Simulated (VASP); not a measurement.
Wanted: the native input for a VASP 6.6.1 run.

* Task: single point
* Functional: PBE
* Potentials or basis: VASP PAW PBE potentials, release 64 (Mo_sv, S)
* Cutoff: 520 eV
* k mesh: 4 × 4 × 1
* Occupations: gaussian, width 0.1 eV
* Spin: no spin polarisation
* Dipole correction: yes
* Further INCAR settings: LREAL = Auto; ALGO = Normal; EDIFF = 1e-06; NBANDS = 129

The structure of Mo16S lies in POSCAR:

```
Mo16S
1.0
    6.3209357480      0.0000000000      0.0000000000
    0.0000000000      6.3209357480      0.0000000000
    0.0000000000      0.0000000000     20.0883894757
Mo S
16 1
Direct
    0.2500000000      0.2500000000      0.1991199944
    0.2500000000      0.7500000000      0.1991199944
    0.7500000000      0.2500000000      0.1991199944
    0.7500000000      0.7500000000      0.1991199944
    0.0000000000      0.0000000000      0.2777840375
    0.0000000000      0.5000000000      0.2777840375
    0.5000000000      0.0000000000      0.2777840375
    0.5000000000      0.5000000000      0.2777840375
    0.2500000000      0.2500000000      0.3589730511
    0.2500000000      0.7500000000      0.3589730511
    0.7500000000      0.2500000000      0.3589730511
    0.7500000000      0.7500000000      0.3589730511
    0.0000000000      0.0000000000      0.4275300161
    0.0000000000      0.5000000000      0.4275300161
    0.5000000000      0.0000000000      0.4275300161
    0.5000000000      0.5000000000      0.4275300161
    0.1875000000      0.2500000000      0.4915896158
```

These files were run (other wordings do the same):

INCAR

```
SYSTEM = Mo16S
ALGO = Normal
DIPOL = 0.5 0.5 0.326
EDIFF = 1E-6
ENCUT = 520
GGA = PE
IDIPOL = 3
ISIF = 2
ISMEAR = 0
LASPH = .True.
LCHARG = .False.
LDIPOL = .True.
LREAL = Auto
LWAVE = .False.
NBANDS = 129
NELM = 80
PREC = Accurate
SIGMA = 0.1
```

KPOINTS

```
k-points
0
Gamma
  4 4 1
  0 0 0
```

Potentials or basis: VASP PAW PBE potentials, release 64 (Mo_sv, S).

Run with:

```bash
$ cat potpaw_PBE.64/Mo_sv/POTCAR potpaw_PBE.64/S/POTCAR > POTCAR
$ mpirun -np 1 vasp_std > vasp.out
```

It gave:

| Item | Value |
| --- | --- |
| Largest force | 2.041 eV/Å |
| Band gap on the k mesh | zero (bands 115 and 116 overlap by 0.54 eV) |

It took 25 min on 1 thread of Intel(R) Xeon(R) 6975P-C (Granite Rapids) (shared host), peak memory 1 GiB.
